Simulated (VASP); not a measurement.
# Bi2Te3 in VASP: a series of runs

The runs below take Bi2Te3 through single point, with PBE+D3(BJ).

Everything below comes from runs of VASP 6.6.1. Logs are shortened: lines on timing, memory, paths and dates and some standing lists are left out, and cuts for length are marked.

### 1 The cell of the first run

The cell holds a slab with vacuum, 5 atoms: a = 4.350 Å, b = 4.350 Å, c = 41.030 Å, α = 90.00°, β = 90.00°, γ = 120.00°.

### 2 Single point, PBE+D3(BJ) (a layer taken out of the bulk)

INCAR

```
  PREC = Accurate
  ENCUT = 520
  EDIFF = 1E-6
  ISMEAR = 0
  SIGMA = 0.02
  LREAL = False
  LASPH = True
  NELM = 80
  ALGO = Normal
  ISIF = 2
  LWAVE = False
  LCHARG = True
  LDIPOL = True
  IDIPOL = 3
  DIPOL = 0.5 0.5 0.500
  GGA = PE
  IVDW = 12
  LELF = True
  LVHAR = True
  LVACPOTAV = True
  NBANDS = 32
```

KPOINTS

```
Automatic mesh
0
Gamma
  6 6 1
```

POSCAR

```
Bi2Te3
1.0
    4.3497383004      0.0000000000      0.0000000000
   -2.1748691502      3.7669838679      0.0000000000
    0.0000000000      0.0000000000     41.0301608001
Te Bi
3 2
Direct
    0.0000000000      0.0000000000      0.4076965121
    0.6666666667      0.3333333333      0.5000000000
    0.3333333333      0.6666666667      0.5923034879
    0.3333333333      0.6666666667      0.4501853745
    0.0000000000      0.0000000000      0.5498146255
```

Potentials or basis: VASP PAW PBE potentials, release 64 (Te, Bi_d).

Command:

```bash
> cat potpaw_PBE.64/Te/POTCAR potpaw_PBE.64/Bi_d/POTCAR > POTCAR
> mpirun -np 1 vasp_std > vasp.out
```

OUTCAR:

```text
PREC = Accurate
   ENCUT = 520
   EDIFF = 1E-6
   ISMEAR = 0
   LREAL = False
   LASPH = True
   NELM = 80
   ISIF = 2
   GGA = PE
   IVDW = 12
 IVDW          = 12

 ion  position               nearest neighbor table
   1  0.000  0.000  0.408-   4 3.06   4 3.06   4 3.06
   2  0.667  0.333  0.500-   4 3.24   5 3.24   4 3.24   5 3.24   5 3.24   4 3.24
   3  0.333  0.667  0.592-   5 3.06   5 3.06   5 3.06
   4  0.333  0.667  0.450-   1 3.06   1 3.06   1 3.06   2 3.24   2 3.24   2 3.24
   5  0.000  0.000  0.550-   3 3.06   3 3.06   3 3.06   2 3.24   2 3.24   2 3.24

  LATTYP: Found a hexagonal cell.
 ALAT       =     4.3497383004
 C/A-ratio  =     9.4327883579

  Lattice vectors:

 A1 = (   4.3497383004,   0.0000000000,   0.0000000000)
 A2 = (  -2.1748691502,   3.7669838679,   0.0000000000)
 A3 = (   0.0000000000,   0.0000000000,  41.0301608001)

Analysis of symmetry for initial positions (statically):
=====================================================================
 Subroutine PRICEL returns:
 Original cell was already a primitive cell.

 Routine SETGRP: Setting up the symmetry group for a
 hexagonal supercell.

 Subroutine GETGRP returns: Found 12 space group operations
 (whereof  6 operations were pure point group operations)
 out of a pool of 24 trial point group operations.

The static configuration has the point symmetry C_3v.
 The point group associated with its full space group is D_3d.

Analysis of symmetry for dynamics (positions and initial velocities):
=====================================================================
 Subroutine PRICEL returns:
 Original cell was already a primitive cell.

 Routine SETGRP: Setting up the symmetry group for a
 hexagonal supercell.

 Subroutine GETGRP returns: Found 12 space group operations
 (whereof  6 operations were pure point group operations)
 out of a pool of 24 trial point group operations.

The dynamic configuration has the point symmetry C_3v.
 The point group associated with its full space group is D_3d.

 Subroutine INISYM returns: Found 12 space group operations
 (whereof  6 operations are pure point group operations),
 and found     1 'primitive' translations

----------------------------------------------------------------------------------------

                                     Primitive cell

  volume of cell :     672.2954

  direct lattice vectors                    reciprocal lattice vectors
     4.349738300  0.000000000  0.000000000     0.229898888  0.132732185  0.000000000
    -2.174869150  3.766983868  0.000000000     0.000000000  0.265464370  0.000000000
     0.000000000  0.000000000 41.030160800     0.000000000  0.000000000  0.024372315

  length of vectors
     4.349738300  4.349738300 41.030160800     0.265464370  0.265464370  0.024372315

  position of ions in fractional coordinates (direct lattice)
     0.000000000  0.000000000  0.407696512
     0.666666667  0.333333333  0.500000000
     0.333333333  0.666666667  0.592303488
     0.333333333  0.666666667  0.450185375
     0.000000000  0.000000000  0.549814625

  ion indices of the primitive-cell ions
   primitive index   ion index
                 1           1
                 2           2
                 3           3
                 4           4
                 5           5

----------------------------------------------------------------------------------------

 KPOINTS: Automatic mesh

Automatic generation of k-mesh.
 Grid dimensions read from file:
 generate k-points for:    6    6    1

 Generating k-lattice:

  Cartesian coordinates                     Fractional coordinates (reciprocal lattice)
     0.038316481  0.022122031  0.000000000     0.166666667  0.000000000  0.000000000
     0.000000000  0.044244062  0.000000000     0.000000000  0.166666667  0.000000000
     0.000000000  0.000000000  0.024372315     0.000000000  0.000000000  1.000000000

  Length of vectors
     0.044244062  0.044244062  0.024372315

  Shift w.r.t. Gamma in fractional coordinates (k-lattice)
     0.000000000  0.000000000  0.000000000

 Subroutine IBZKPT returns following result:
 ===========================================

 Found      7 irreducible k-points:

 Following reciprocal coordinates:
            Coordinates               Weight
  0.000000  0.000000  0.000000      1.000000
  0.166667 -0.000000  0.000000      6.000000
  0.333333 -0.000000  0.000000      6.000000
  0.500000 -0.000000  0.000000      3.000000
  0.166667  0.166667  0.000000      6.000000
  0.333333  0.166667  0.000000     12.000000
  0.333333  0.333333  0.000000      2.000000
   k-points           NKPTS =      7   k-points in BZ     NKDIM =      7   number of bands    NBANDS=     32
   number of dos      NEDOS =    301   number of ions     NIONS =      5
   total plane-waves  NPLWV = 327680
   dimension x,y,z NGX =    32 NGY =   32 NGZ =  320
   dimension x,y,z NGXF=    64 NGYF=   64 NGZF=  640
   ions per type =               3   2
   NGX,Y,Z   is equivalent  to a cutoff of  12.23, 12.23, 12.97 a.u.
   NGXF,Y,Z  is equivalent  to a cutoff of  24.46, 24.46, 25.93 a.u.
 SYSTEM =  unknown system
   PREC   = accura    normal or accurate (medium, high low for compatibility)
   ISTART =      0    job   : 0-new  1-cont  2-samecut
   ICHARG =      2    charge: 1-file 2-atom 10-const
   ISPIN  =      1    spin polarized calculation?
   LNONCOLLINEAR =      F non collinear calculations
   LSORBIT =      F    spin-orbit coupling
   LASPH  =      T    aspherical Exc in radial PAW
   ENCUT  =  520.0 eV  38.22 Ry    6.18 a.u.   8.09  8.09 76.29*2*pi/ulx,y,z
   NELM   =     80;   NELMIN=  2; NELMDL= -5     # of ELM steps
   EDIFF  = 0.1E-05   stopping-criterion for ELM
   LREAL  =      F    real-space projection
   EDIFFG = 0.1E-04   stopping-criterion for IOM
   NSW    =      0    number of steps for IOM
   IBRION =     -1    ionic relax: 0-MD 1-quasi-New 2-CG
   NFREE  =      0    steps in history (QN), initial steepest desc. (CG)
   ISIF   =      2    stress and relaxation
   ISYM   =      2    0-nonsym 1-usesym 2-fastsym
   POTIM  = 0.5000    time-step for ionic-motion
   TEBEG  =    0.0;   TEEND  =   0.0 temperature during run
   PSTRESS=    0.0 pullay stress
   NELECT =      48.0000    total number of electrons
   NUPDOWN=      -1.0000    fix difference up-down
   EMIN   =  10.00;   EMAX   =-10.00  energy-range for DOS
   EFERMI =   0.00;   METHOD = LEGACY
   ISMEAR =     0;   SIGMA  =   0.02  broadening in eV -4-tet -1-fermi 0-gaus
   EFERMI_NEDOS =   21; number of points for ismear=-14 and -15
   IALGO  =     38    algorithm
   IMIX   =      4    mixing-type and parameters
     AMIX     =   0.40;   BMIX     =  1.00
     AMIX_MAG =   1.60;   BMIX_MAG =  1.00
  volume/ion in A,a.u.               =     134.46       907.37
  Fermi-wavevector in a.u.,A,eV,Ry     =   0.679154  1.283416  6.275697  0.461251
  Thomas-Fermi vector in A             =   1.757269
   LORBIT       =      0    0 simple, 1 ext, 2 COOP (PROOUT), +10 PAW based schemes
   GGA     = PE    functional components
   LHFCALC =     F    Hartree Fock is set to
   AEXX    =    0.0000 exact exchange contribution
   IVDW    =    12    specifies the selected vdW correction
   LEPSILON=     F    determine dielectric tensor
   LRPA    =     F    only Hartree local field effects (RPA)
 non-spin polarized calculation
 Gauss-broadening in eV      SIGMA  =   0.02
  energy-cutoff  :      520.00
  volume of cell :      672.30
 maximum number of plane-waves:     18149
   NGX = 17   NGY = 17   NGZ =153

 number of electron      48.0000000 magnetization

 dipolmoment           0.000000      0.000000      0.000001 electrons x Angstroem

 Free energy of the ion-electron system (eV)
  ---------------------------------------------------
  ext. energy  EPLUGINS =         0.00000000
  ---------------------------------------------------
  free energy    TOTEN  =       -18.31792778 eV

  energy without entropy =      -18.31792778  energy(sigma->0) =      -18.31792778

 E-fermi :  -2.4700     XC(G=0):  -2.6788

 val. band max:       -2.6504953197   @ k =   0.1667  -0.0000   0.0000
 cond. band min:      -1.5532521950   @ k =   0.0000   0.0000   0.0000
 fundamental gap:      1.0972431247
 Fermi energy:        -2.4699647553

 k-point     1 :       0.0000    0.0000    0.0000
  band No.  band energies     occupation
      1     -25.2684      2.00000
      2     -25.2684      2.00000
      3     -25.2670      2.00000
      4     -25.2670      2.00000
      5     -25.2586      2.00000
      6     -25.2573      2.00000
[... 24 lines left out ...]
     31       2.1944      0.00000
     32       2.2630      0.00000

 k-point     2 :       0.1667   -0.0000    0.0000
  band No.  band energies     occupation
      1     -25.2705      2.00000
      2     -25.2689      2.00000
      3     -25.2653      2.00000
      4     -25.2639      2.00000
      5     -25.2574      2.00000
      6     -25.2559      2.00000
[... 24 lines left out ...]
     31       2.2888      0.00000
     32       2.5612      0.00000

 k-point     3 :       0.3333   -0.0000    0.0000
  band No.  band energies     occupation
      1     -25.2758      2.00000
      2     -25.2735      2.00000
      3     -25.2618      2.00000
      4     -25.2603      2.00000
      5     -25.2597      2.00000
      6     -25.2581      2.00000
[... 24 lines left out ...]
     31       1.7672      0.00000
     32       3.0390      0.00000

 k-point     4 :       0.5000   -0.0000    0.0000
  band No.  band energies     occupation
      1     -25.2787      2.00000
      2     -25.2761      2.00000
      3     -25.2617      2.00000
      4     -25.2615      2.00000
      5     -25.2594      2.00000
      6     -25.2588      2.00000
[... 24 lines left out ...]
     31       1.8553      0.00000
     32       3.1028      0.00000

 k-point     5 :       0.1667    0.1667    0.0000
  band No.  band energies     occupation
      1     -25.2725      2.00000
      2     -25.2710      2.00000
      3     -25.2630      2.00000
      4     -25.2627      2.00000
      5     -25.2577      2.00000
      6     -25.2574      2.00000
[... 24 lines left out ...]
     31       2.4683      0.00000
     32       2.5382      0.00000

 k-point     6 :       0.3333    0.1667    0.0000
  band No.  band energies     occupation
      1     -25.2751      2.00000
      2     -25.2730      2.00000
      3     -25.2638      2.00000
      4     -25.2612      2.00000
      5     -25.2592      2.00000
      6     -25.2575      2.00000
[... 24 lines left out ...]
     31       2.0076      0.00000
     32       3.2935      0.00000

 k-point     7 :       0.3333    0.3333    0.0000
  band No.  band energies     occupation
      1     -25.2704      2.00000
      2     -25.2704      2.00000
      3     -25.2686      2.00000
      4     -25.2638      2.00000
      5     -25.2542      2.00000
      6     -25.2540      2.00000
[... 24 lines left out ...]
     31       3.8590      0.00000
     32       3.8590      0.00000

------------------------ aborting loop because EDIFF is reached ----------------------------------------

 Edisp (eV)   -1.78539

 E8    (eV) :    -0.8789

  FORCE on cell =-STRESS in cart. coord.  units (eV):
  Direction    XX          YY          ZZ          XY          YZ          ZX
  --------------------------------------------------------------------------------------
  -------------------------------------------------------------------------------------
  Total      -0.00996    -0.00996     0.00683    -0.00000     0.00000     0.00000
  in kB      -0.02373    -0.02373     0.01628    -0.00000     0.00000     0.00000
  external pressure =       -0.01 kB  Pullay stress =        0.00 kB

 VOLUME and BASIS-vectors are now :
 -----------------------------------------------------------------------------
  energy-cutoff  :      520.00
  volume of cell :      672.30
      direct lattice vectors                 reciprocal lattice vectors
     4.349738300  0.000000000  0.000000000     0.229898888  0.132732185  0.000000000
    -2.174869150  3.766983868  0.000000000     0.000000000  0.265464370  0.000000000
     0.000000000  0.000000000 41.030160800     0.000000000  0.000000000  0.024372315

 POSITION                                       TOTAL-FORCE (eV/Angst)
 -----------------------------------------------------------------------------------
      0.00000      0.00000     16.72785        -0.000000     -0.000000     -0.011911
      2.17487      1.25566     20.51508         0.000000      0.000000      0.000000
     -0.00000      2.51132     24.30231         0.000000      0.000000      0.011911
     -0.00000      2.51132     18.47118        -0.000000      0.000000      0.011044
      0.00000      0.00000     22.55898         0.000000     -0.000000     -0.011044
 -----------------------------------------------------------------------------------
    total drift:                                0.000000     -0.000000      0.000030

  FREE ENERGIE OF THE ION-ELECTRON SYSTEM (eV)
  ---------------------------------------------------
  free  energy   TOTEN  =       -20.1033206428 eV

  energy  without entropy=      -20.1033206428  energy(sigma->0) =      -20.10332064

 vacuum level on the upper side and lower side of the slab         2.764         2.764
```

It took 9.6 min on 1 thread of Intel Xeon 8259CL, shared host; peak memory 0.75 GiB.

Results:

* Free energy: -20.1033 eV
* Largest force: 0.012 eV/Å
* Band gap on the k mesh: 1.10 eV (least direct gap 1.34 eV)
* Dispersion energy per atom: -0.357 eV

Forces in eV/Å, atoms in the order of the input:
```
Te   0.000  0.000 -0.012
Te   0.000  0.000  0.000
Te   0.000  0.000  0.012
Bi   0.000  0.000  0.011
Bi   0.000  0.000 -0.011
```

Caveat: the cell differs from its parent crystal (a layer taken out of the bulk); spin-orbit coupling is left out, which moves the levels of the heavy elements.

### 3 Single point, PBE+D3(BJ) (a layer taken out of the bulk)

INCAR

```
PREC = Accurate
ENCUT = 520
EDIFF = 1E-6
ISMEAR = 0
SIGMA = 0.02
LREAL = F
LASPH = T
NELM = 60
ALGO = Normal
ISIF = 2
LWAVE = F
LCHARG = T
LDIPOL = T
IDIPOL = 3
DIPOL = 0.5 0.5 0.500
GGA = PE
IVDW = 12
LELF = T
LVHAR = T
LVACPOTAV = T
NBANDS = 32
```

KPOINTS

```
regular mesh
0
Gamma
  6 6 1
```

POSCAR

```
Bi2Te3
1.0
    4.3850380749      0.0000000000      0.0000000000
   -2.1925190374      3.7975543694      0.0000000000
    0.0000000000      0.0000000000     41.0301608001
Te Bi
3 2
Direct
    0.0000000000      0.0000000000      0.4084200469
    0.6666666667      0.3333333333      0.5000000000
    0.3333333333      0.6666666667      0.5915799531
    0.3333333333      0.6666666667      0.4506539331
    0.0000000000      0.0000000000      0.5493460669
```

Potentials or basis: VASP PAW PBE potentials, release 64 (Te, Bi_d).

Command:

```bash
> cat potpaw_PBE.64/Te/POTCAR potpaw_PBE.64/Bi_d/POTCAR > POTCAR
> mpirun -np 1 vasp_std > vasp.out
```

Run time: 11 min. Hardware: 1 thread of Intel Xeon 8259CL, shared host; peak memory 0.85 GiB.

It converged, with:

* Free energy: -20.0984 eV
* Largest force: 0.036 eV/Å
* Band gap on the k mesh: 1.02 eV (least direct gap 1.30 eV)
* Dispersion energy per atom: -0.353 eV
* Ionisation potential of the upper face: 5.46 eV

Forces in eV/Å, atoms in the order of the input:
```
Te   0.000  0.000  0.023
Te   0.000  0.000  0.000
Te   0.000  0.000 -0.023
Bi   0.000  0.000 -0.036
Bi   0.000  0.000  0.036
```

Levels at points of the mesh, in eV from the valence-band top:
```csv
k point,band 21,band 22,band 23,band 24,band 25,band 26,band 27,band 28
"(0.00, 0.00, 0.00)",-0.74,-0.43,-0.27,-0.27,1.02,1.62,1.62,2.41
"(0.50, 0.00, 0.00)",-1.69,-0.97,-0.59,-0.48,1.58,2.30,2.33,3.40
```

Caveat: the cell differs from its parent crystal (a layer taken out of the bulk); spin-orbit coupling is left out, which moves the levels of the heavy elements.

(Continued in part 2 of 2.)
